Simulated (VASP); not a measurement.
Set up this calculation in VASP 6.6.1, as the native input.

| Item | Value |
| --- | --- |
| Task | electric field gradients |
| Functional | PBE |
| Potentials or basis | VASP PAW PBE potentials, release 64 (N, Si, C) |
| Cutoff | 520 eV |
| k mesh | 3 × 3 × 3 |
| Occupations | fermi-dirac, width 0.01 eV |
| Spin | no spin polarisation |
| Dipole correction | no |
| Further INCAR settings | LREAL = Auto; ALGO = Normal; EDIFF = 1e-08; NBANDS = 142 |

The structure of Si26C27N (a cell with a defect) (Moissanite 3C) lies in POSCAR:

```
Si26C27N
1.0
    0.0000000000      6.5370000000      6.5370000000
    6.5370000000      0.0000000000      6.5370000000
    6.5370000000      6.5370000000      0.0000000000
N Si C
1 26 27
Direct
    0.0000000000      0.0000000000      0.0000000000
    0.0000000000      0.0000000000      0.3333333333
    0.0000000000      0.0000000000      0.6666666667
    0.0000000000      0.3333333333      0.0000000000
    0.0000000000      0.3333333333      0.3333333333
    0.0000000000      0.3333333333      0.6666666667
    0.0000000000      0.6666666667      0.0000000000
    0.0000000000      0.6666666667      0.3333333333
    0.0000000000      0.6666666667      0.6666666667
    0.3333333333      0.0000000000      0.0000000000
    0.3333333333      0.0000000000      0.3333333333
    0.3333333333      0.0000000000      0.6666666667
    0.3333333333      0.3333333333      0.0000000000
    0.3333333333      0.3333333333      0.3333333333
    0.3333333333      0.3333333333      0.6666666667
    0.3333333333      0.6666666667      0.0000000000
    0.3333333333      0.6666666667      0.3333333333
    0.3333333333      0.6666666667      0.6666666667
    0.6666666667      0.0000000000      0.0000000000
    0.6666666667      0.0000000000      0.3333333333
    0.6666666667      0.0000000000      0.6666666667
    0.6666666667      0.3333333333      0.0000000000
    0.6666666667      0.3333333333      0.3333333333
    0.6666666667      0.3333333333      0.6666666667
    0.6666666667      0.6666666667      0.0000000000
    0.6666666667      0.6666666667      0.3333333333
    0.6666666667      0.6666666667      0.6666666667
    0.0833333333      0.0833333333      0.0833333333
    0.0833333333      0.0833333333      0.4166666667
    0.0833333333      0.0833333333      0.7500000000
    0.0833333333      0.4166666667      0.0833333333
    0.0833333333      0.4166666667      0.4166666667
    0.0833333333      0.4166666667      0.7500000000
    0.0833333333      0.7500000000      0.0833333333
    0.0833333333      0.7500000000      0.4166666667
    0.0833333333      0.7500000000      0.7500000000
    0.4166666667      0.0833333333      0.0833333333
    0.4166666667      0.0833333333      0.4166666667
    0.4166666667      0.0833333333      0.7500000000
    0.4166666667      0.4166666667      0.0833333333
    0.4166666667      0.4166666667      0.4166666667
    0.4166666667      0.4166666667      0.7500000000
    0.4166666667      0.7500000000      0.0833333333
    0.4166666667      0.7500000000      0.4166666667
    0.4166666667      0.7500000000      0.7500000000
    0.7500000000      0.0833333333      0.0833333333
    0.7500000000      0.0833333333      0.4166666667
    0.7500000000      0.0833333333      0.7500000000
    0.7500000000      0.4166666667      0.0833333333
    0.7500000000      0.4166666667      0.4166666667
    0.7500000000      0.4166666667      0.7500000000
    0.7500000000      0.7500000000      0.0833333333
    0.7500000000      0.7500000000      0.4166666667
    0.7500000000      0.7500000000      0.7500000000
```

One way to write it, as run:

INCAR

```
PREC = Accurate
ENCUT = 520
EDIFF = 1E-8
ISMEAR = -1
SIGMA = 0.01
LREAL = Auto
LASPH = True
NELM = 100
ALGO = Normal
ISIF = 2
LWAVE = False
LCHARG = False
GGA = PE
LEFG = True
NBANDS = 142
```

KPOINTS

```
Automatic mesh
0
Gamma
  3 3 3
```

Potentials or basis: VASP PAW PBE potentials, release 64 (N, Si, C).

Launch:

```sh
$ cat potpaw_PBE.64/N/POTCAR potpaw_PBE.64/Si/POTCAR potpaw_PBE.64/C/POTCAR > POTCAR
$ mpirun -np 1 vasp_std > vasp.out
```

It gave:

The pressure is 1.5 GPa. The largest force is 0.782 eV/Å.

Caveat: without QUAD_EFG the Cq values of the log hold for a quadrupole moment of 1 mb, not for the nuclei.

Wall time 15 min on 1 thread of Intel(R) Xeon(R) Platinum 8488C (Sapphire Rapids), on a shared host, peak memory 0.77 GiB.
